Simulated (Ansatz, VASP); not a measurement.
## MgO in VASP and in Ansatz

The input POSCAR:

```
MgO
1.0
    0.0000000000      2.1547216021      2.1547216021
    2.1547216021      0.0000000000      2.1547216021
    2.1547216021      2.1547216021      0.0000000000
Mg O
1 1
Direct
    0.0000000000      0.0000000000      0.0000000000
    0.5000000000      0.5000000000      0.5000000000
```

The input INCAR.step1:

```
SYSTEM = MgO
PREC = Accurate ; ENCUT = 520
EDIFF = 1E-5 ; ISMEAR = 0
SIGMA = 0.01 ; LREAL = .FALSE.
LASPH = .TRUE. ; NELM = 80
ALGO = Normal ; ISIF = 2
LWAVE = .TRUE. ; LCHARG = .FALSE.
NBANDS = 11 ; GGA = PE
```

Contents of INCAR.step2:

```
SYSTEM = MgO
PREC = Accurate ; ENCUT = 520
EDIFF = 1E-7 ; ISMEAR = 0
SIGMA = 0.01 ; LREAL = .FALSE.
LASPH = .TRUE. ; NELM = 80
ALGO = Normal ; ISIF = 2
LWAVE = .FALSE. ; LCHARG = .FALSE.
GGA = PE ; LHFCALC = .TRUE.
HFSCREEN = 0.2079 ; PRECFOCK = Normal
NBANDS = 11 ; ISTART = 1
```

KPOINTS

```
Automatic mesh
0
G
  8 8 8
  0 0 0
```

Input for Ansatz:

```yaml
crystal:
  lattice:
    - [0.0, 2.1547216021, 2.1547216021]
    - [2.1547216021, 0.0, 2.1547216021]
    - [2.1547216021, 2.1547216021, 0.0]
  atoms:
    - { symbol: Mg, position: [0.0, 0.0, 0.0] }
    - { symbol: O, position: [0.5, 0.5, 0.5] }
kpoints:
  mp_grid: { grid: [8, 8, 8] }
  band_path:
    path:
      - [0.0, 0.0, 0.0]
      - [0.5, 0.0, 0.5]
      - [0.625, 0.25, 0.625]
      - [0.375, 0.375, 0.75]
      - [0.5, 0.5, 0.5]
      - [0.5, 0.25, 0.75]
    npoints: 1
hamiltonian:
  xc: hse06
scf:
  occupations: { method: fixed }
  n_extra_bands: 4
output:
  forces: true
  stress: true
  eigenvalues: true
  write_density: true
  write_potential: true
  elf: true
  volumetric_format: npy
```

Change from the starting cell: hydrostatic strain +2.5%.

Alike in both runs: task single point; functional HSE06; k mesh 8 × 8 × 8; no spin polarisation.

```csv
,VASP,Ansatz
version,VASP 6.6.1,Ansatz 0.2.0
potentials or method,"VASP PAW PBE potentials, release 64 (Mg, O)","plane waves, PAW"
plane-wave cutoff (eV),520,420
occupations,"gaussian, width 0.01 eV",fixed
valence electrons in the cell,8,16
```

```tsv
	VASP	Ansatz	Ansatz less VASP
gap on the k mesh at the Fermi level (eV)	5.73	5.78	+0.046
pressure (GPa)	-11.3	-10.9	+0.40
```

VASP's potentials hold 8 valence electrons a cell and Ansatz's 16, so a difference there can come from the potentials and not from the codes. Ansatz's warnings: stress exchange threshold loose, stress scf threshold loose.
